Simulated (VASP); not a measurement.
A run of VASP 6.6.1 is set up as follows.

Contents of INCAR:

```
PREC = Accurate
ENCUT = 600
EDIFF = 1E-6
ISMEAR = 0
SIGMA = 0.01
LREAL = False
LASPH = True
NELM = 120
ALGO = Normal
ISIF = 2
LWAVE = False
LCHARG = False
NBANDS = 31
GGA_COMPAT = False
```

KPOINTS

```
regular mesh
0
Gamma
  6 6 4
```

POSCAR

```
HfO2
1.0
    3.5580190000      0.0000000000      0.0000000000
    0.0000000000      3.5580190000      0.0000000000
    0.0000000000      0.0000000000      5.1718610000
Hf O
2 4
Direct
    0.5000000000      0.5000000000      0.5000000000
    0.0000000000      0.0000000000      0.0000000000
    0.0000000000      0.5000000000      0.6972080000
    0.5000000000      0.0000000000      0.8027920000
    0.5000000000      0.0000000000      0.3027920000
    0.0000000000      0.5000000000      0.1972080000
```

Potentials or basis: VASP PAW LDA potentials, release 64 (Hf_pv, O).

The run is started by

```sh
$ cat potpaw_LDA.64/Hf_pv/POTCAR potpaw_LDA.64/O/POTCAR > POTCAR
$ mpirun -np 1 vasp_std > vasp.out
```

(1) Estimate the band gap on the k mesh.

(2) Estimate the pressure.

## Answers

(1) 4.55 eV, indirect (least direct gap 4.63 eV).

(2) -7.7 GPa.

Caveat: spin-orbit coupling is left out, which moves the levels of the heavy elements.
